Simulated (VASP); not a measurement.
A run of VASP 6.6.1:

File INCAR:

```
ALGO = Normal ; EDIFF = 1E-7
EDIFFG = -0.01 ; ENCUT = 600
GGA = PE ; IBRION = 2
ISIF = 3 ; ISMEAR = 0
LASPH = True ; LCHARG = False
LREAL = False ; LWAVE = False
NELM = 80 ; NSW = 100
PREC = Accurate ; SIGMA = 0.1
```

KPOINTS

```
k-points
0
Gamma
  10 10 8
```

The input POSCAR:

```
LiPd2N3
1.0
    3.6768785052      0.0000000000      0.0000000000
    0.0000000000      3.6768785052      0.0000000000
    0.0000000000      0.0000000000      5.1697564004
Li Pd N
1 2 3
Direct
    0.5000000000      0.5000000000      0.5000000000
    0.0000000000      0.0000000000      0.2492040597
    0.0000000000      0.0000000000      0.7507959403
    0.0000000000      0.5000000000      0.0000000000
    0.5000000000      0.0000000000      0.0000000000
    0.5000000000      0.5000000000      0.0000000000
```

Potentials or basis: VASP PAW PBE potentials, release 64 (Li_sv, Pd, N).

The run is started by

```sh
$ cat potpaw_PBE.64/Li_sv/POTCAR potpaw_PBE.64/Pd/POTCAR potpaw_PBE.64/N/POTCAR > POTCAR
$ mpirun -np 1 vasp_std > vasp.out
```

Hardware: 1 thread of Intel(R) Xeon(R) 6975P-C (Granite Rapids), with other jobs on the host.

Estimate the wall time of this run.

Wall time 6.6 min on 1 thread of Intel(R) Xeon(R) 6975P-C (Granite Rapids), with other jobs on the host, peak memory 0.34 GiB. Counts: scf iterations 49, k points 105, ion steps 5.
